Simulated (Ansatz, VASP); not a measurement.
# One calculation of HfIn4SiO6, two programs

```
Hf In Si O
1.0
     5.27743    0.00000    0.00000
    -2.63872    4.57039    0.00000
     0.00000    0.00000   10.55905
Hf In Si O
1 4 1 6
Direct
  0.66667 0.33333 0.00000
  0.00000 0.00000 0.30446
  0.00000 0.00000 0.69554
  0.33333 0.66667 0.78919
  0.33333 0.66667 0.21081
  0.00000 0.00000 0.00000
  0.97300 0.70496 0.89972
  0.29504 0.02700 0.10028
  0.29504 0.26804 0.89972
  0.73196 0.70496 0.10028
  0.73196 0.02700 0.89972
  0.97300 0.26804 0.10028
```

Alike in both runs: functional LDA; k mesh 4 × 4 × 2; occupations fermi-dirac, width 0.05 eV; no spin polarisation.

|  | VASP | Ansatz |
| --- | --- | --- |
| version | VASP 6.6.1 | Ansatz 0.2.0 |
| potentials or method | VASP PAW LDA potentials, release 64 (Hf_pv, In_d, Si, O), cutoff 520 eV | all-electron LAPW, scalar-relativistic |
| task | single point | band structure |

```tsv
	VASP	Ansatz	Ansatz less VASP
gap on the k mesh at the Fermi level (eV)	0.35	0.38	+0.033
least direct gap on the mesh (eV)	1.60	1.64	+0.038
pressure (GPa)	-5.7	-5.5	+0.20
traceless stress, the component that is largest in VASP (GPa)	0.43	0.29	-0.145
rms of the force components (eV/Å)	0.213	0.207	-0.0055
```

LDA's correlation is that of Perdew and Zunger in VASP and of Perdew and Wang (1992) in Ansatz. Atom by atom the forces differ by 0.056 eV/Å (rms over components). Ansatz ran all-electron here, and VASP with PAW potentials.

Spin-orbit coupling is off throughout.
